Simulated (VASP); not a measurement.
## Se: single point with PBE

The system is Se.

```
Se
1.0
     4.29460    0.00000    0.00000
    -2.14730    3.71923    0.00000
     0.00000    0.00000    5.38015
Se
3
Direct
  0.71135 0.00000 0.33333
  0.00000 0.71135 0.66667
  0.28865 0.28865 0.00000
```

This cell differs from its parent crystal: Te replaced by Se, lengths x 0.922, strained.

| Property | Result |
| --- | --- |
| Program | VASP 6.6.1 |
| Task | single point |
| Functional | PBE |
| Potentials or basis | VASP PAW PBE potentials, release 64 (Se) |
| Cutoff | 520 eV |
| k mesh | 12 × 12 × 8 |
| Occupations | gaussian, width 0.1 eV |
| Spin | no spin polarisation |
| Dipole correction | no |
| Further INCAR settings | ALGO = Normal; EDIFF = 1e-07; NBANDS = 16 |

| Property | Result |
| --- | --- |
| Pressure | -8.5 GPa |
| Largest force | 1.107 eV/Å |
| Band gap on the k mesh | zero (bands 9 and 10 overlap by 0.06 eV) |

Forces on the atoms (eV/Å):
```
Se   1.107  0.000  0.000
Se  -0.554  0.959  0.000
Se  -0.554 -0.959  0.000
```

Stress tensor (GPa, compression positive):
```
-8.26  0.00  0.00
 0.00 -8.26  0.00
 0.00  0.00 -8.98
```

Levels at points of the mesh, in eV from the Fermi level:
```csv
k point,band 6,band 7,band 8,band 9,band 10,band 11,band 12,band 13
"(0.00, 0.00, 0.00)",-2.69,-1.73,-1.73,-1.16,0.91,0.91,1.13,6.56
"(0.50, 0.00, 0.00)",-3.49,-3.17,-0.66,-0.65,0.47,0.52,2.83,4.37
"(0.00, 0.00, 0.50)",-2.60,-1.10,-1.04,-1.04,-0.07,-0.07,0.22,6.28
"(0.50, 0.00, 0.50)",-3.24,-2.40,-2.09,-0.01,0.76,1.81,2.02,6.46
```

Run time: 2.8 min on 1 thread of Intel Xeon 8259CL, on a shared host, peak memory 0.29 GiB.

Caveat: the cell differs from its parent crystal (Te replaced by Se, lengths x 0.922, strained); the cell stands under tension; forces of over 1 eV/Å act on the atoms, so gaps and moduli don't describe the material at rest.
